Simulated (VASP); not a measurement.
Input of a VASP 6.6.1 run:

INCAR

```
ALGO     = Normal         # electronic algorithm
EDIFF    = 1E-6           # SCF threshold, eV
ENCUT    = 700            # plane-wave cutoff, eV
GGA_COMPAT= F            
ISIF     = 2              # what is computed and relaxed
ISMEAR   = 0              # smearing method
LASPH    = T              # aspherical terms in the spheres
LCHARG   = F              # write CHGCAR
LREAL    = F              # projectors in reciprocal space
LWAVE    = F              # write WAVECAR
NBANDS   = 37             # bands
NELM     = 120            # most SCF steps
PREC     = Accurate       # precision mode
SIGMA    = 0.02           # smearing width, eV
```

Contents of KPOINTS:

```
k-points
0
Gamma
  8 8 4
```

The input POSCAR:

```
Ta2O5
1.0
    3.8099595098      0.0000000000     -0.0256982176
    0.0000000000      3.8369883676      0.0000000000
   -1.8477283631      0.0000000000      6.4730060373
Ta O
2 5
Direct
    0.6465977665      0.0000000000      0.7923741702
    0.3534022335      0.0000000000      0.2076258298
    0.6520719539      0.5000000000      0.8005311476
    0.3479280461      0.5000000000      0.1994688524
    0.1859186764      0.0000000000      0.8707282884
    0.8140813236      0.0000000000      0.1292717116
    0.5000000000      0.0000000000      0.5000000000
```

Potentials or basis: VASP PAW LDA potentials, release 64 (Ta_sv_GW, O).

The run is started by

```bash
$ cat potpaw_LDA.64/Ta_sv_GW/POTCAR potpaw_LDA.64/O/POTCAR > POTCAR
$ mpirun -np 1 vasp_std > vasp.out
```

(1) What does it give for the largest force?

(2) What does it give for the band gap on the k mesh?

(3) Predict the pressure.

Answers

(1) 0.043 eV/Å.

(2) 2.12 eV (least direct gap 2.72 eV).

(3) 0.8 GPa.

Caveat: spin-orbit coupling is left out, which moves the levels of the heavy elements.
